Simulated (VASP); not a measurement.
Here is a VASP 6.6.1 calculation.

Contents of POSCAR:

```
Ge
1.0
    4.0904100000      0.0000000000      0.0000000000
   -2.0452000000      3.5424000000      0.0000000000
    0.0000000000      0.0000000000      3.3265800000
Ge
2
Direct
    0.6666700000      0.3333300000      0.1408600000
    0.3333300000      0.6666700000      0.8591400000
```

The input INCAR.step1:

```
PREC     = Accurate       # precision mode
ENCUT    = 520            # plane-wave cutoff, eV
EDIFF    = 1E-5           # SCF threshold, eV
ISMEAR   = -1             # smearing method
SIGMA    = 0.05           # smearing width, eV
LREAL    = F              # projectors in reciprocal space
LASPH    = T              # aspherical terms in the spheres
NELM     = 80             # most SCF steps
ALGO     = Normal         # electronic algorithm
ISIF     = 2              # what is computed and relaxed
LWAVE    = T              # write WAVECAR
GGA      = PE             # functional
NBANDS   = 21             # bands
```

INCAR.step2

```
PREC     = Accurate       # precision mode
ENCUT    = 520            # plane-wave cutoff, eV
EDIFF    = 1E-6           # SCF threshold, eV
ISMEAR   = -1             # smearing method
SIGMA    = 0.05           # smearing width, eV
LREAL    = F              # projectors in reciprocal space
LASPH    = T              # aspherical terms in the spheres
NELM     = 80             # most SCF steps
ALGO     = Normal         # electronic algorithm
ISIF     = 2              # what is computed and relaxed
LWAVE    = F              # write WAVECAR
LCHARG   = T              # write CHGCAR
METAGGA  = R2SCAN         # meta-GGA
LHFCALC  = T              # exact exchange
AEXX     = 0.25           # exact-exchange fraction
LMIXTAU  = T            
PRECFOCK = Normal       
LELF     = T              # ELF
LVHAR    = T            
ISTART   = 1            
NBANDS   = 21             # bands
```

Contents of KPOINTS:

```
Automatic mesh
0
Gamma
  4 4 5
```

Potentials or basis: VASP PAW PBE potentials, release 64 (Ge_d).

Command:

```bash
$ cat potpaw_PBE.64/Ge_d/POTCAR > POTCAR
$ cp INCAR.step1 INCAR
$ mpirun -np 1 vasp_std > vasp.out
$ cp INCAR.step2 INCAR
$ mpirun -np 1 vasp_std > vasp.out
```

**Question.** What does it give for the largest force?

**Answer.** 0.161 eV/Å.

**Question.** Predict the band gap on the k mesh.

**Answer.** Zero (bands 14 and 15 overlap by 4.90 eV).

**Question.** What does it give for the pressure?

**Answer.** -5.2 GPa.

Stress tensor (GPa, compression positive):
```
-7.51  0.57  0.01
 0.57 -6.85 -0.01
 0.01 -0.01 -1.10
```

Caveat: the k points lie up to 0.44 Å⁻¹ apart, too coarse for converged energies and pressures of a metal; the PAW data sets were made with another functional, which shifts forces and pressure a little.
